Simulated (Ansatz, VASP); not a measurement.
# Re: VASP beside Ansatz

The input INCAR:

```
PREC = Accurate ; ENCUT = 520
EDIFF = 1E-7 ; ISMEAR = 1
SIGMA = 0.3 ; LREAL = F
LASPH = T ; NELM = 60
ALGO = Normal ; ISIF = 2
LWAVE = F ; LCHARG = F
GGA = PS ; IVDW = 13
NBANDS = 22
```

File KPOINTS:

```
regular mesh
0
Gamma
  7 7 2
```

File POSCAR:

```
Re
1.0
    2.7663873900      0.0000000000      0.0000000000
   -1.3831937000      2.3957617600      0.0000000000
    0.0000000000      0.0000000000      8.9388451600
Re
4
Direct
    0.0000000000      0.0000000000      0.0000000000
    0.3333333316      0.6666666681      0.2500000000
    0.0020870189      0.0041740377      0.5000000000
    0.6666666720      0.3333333319      0.7500000000
```

Input for Ansatz:

```yaml
crystal:
  lattice:
    - [2.76638739, 0.0, 0.0]
    - [-1.3831937, 2.39576176, 0.0]
    - [0.0, 0.0, 8.93884516]
  atoms:
    - { symbol: Re, position: [0.0, 0.0, 0.0] }
    - { symbol: Re, position: [0.33333333161912454, 0.6666666680580126, 0.25] }
    - { symbol: Re, position: [0.002087018877066522, 0.0041740377390446365, 0.5] }
    - { symbol: Re, position: [0.6666666719956983, 0.3333333319419874, 0.75] }
kpoints:
  mp_grid:
    grid: [7, 7, 2]
hamiltonian:
  xc: pbesol
  dispersion: d4
  pseudopotentials:
    kind: paw
scf:
  algorithm: density_mixing
  n_extra_bands: 8
  occupations:
    method: cold
    width: 0.3
output:
  forces: true
```

Alike in both runs: task single point; functional PBEsol; dispersion D4; k mesh 7 × 7 × 2; no spin polarisation.

|  | VASP | Ansatz |
| --- | --- | --- |
| version | VASP 6.6.1 | Ansatz 0.2.0 |
| potentials or method | VASP PAW PBE potentials, release 64 (Re) | plane waves, PAW |
| plane-wave cutoff (eV) | 520 | 420 |
| occupations | methfessel-paxton of order 1, width 0.3 eV | cold, width 0.3 eV |
| valence electrons in the cell | 28 | 60 |

Ansatz gave:

```
rms of the force components (eV/Å) : 0.013
```

Task: Which values does VASP return?

Result: rms of the force components (eV/Å): 0.012.

VASP's potentials were made for PBE, not for PBEsol. Atom by atom the forces differ by 0.002 eV/Å (rms over components). VASP's potentials hold 28 valence electrons a cell and Ansatz's 60, so a difference there can come from the potentials and not from the codes.

The k mesh is coarse, so the values compare programs but aren't converged. Neither program's run includes spin-orbit coupling.
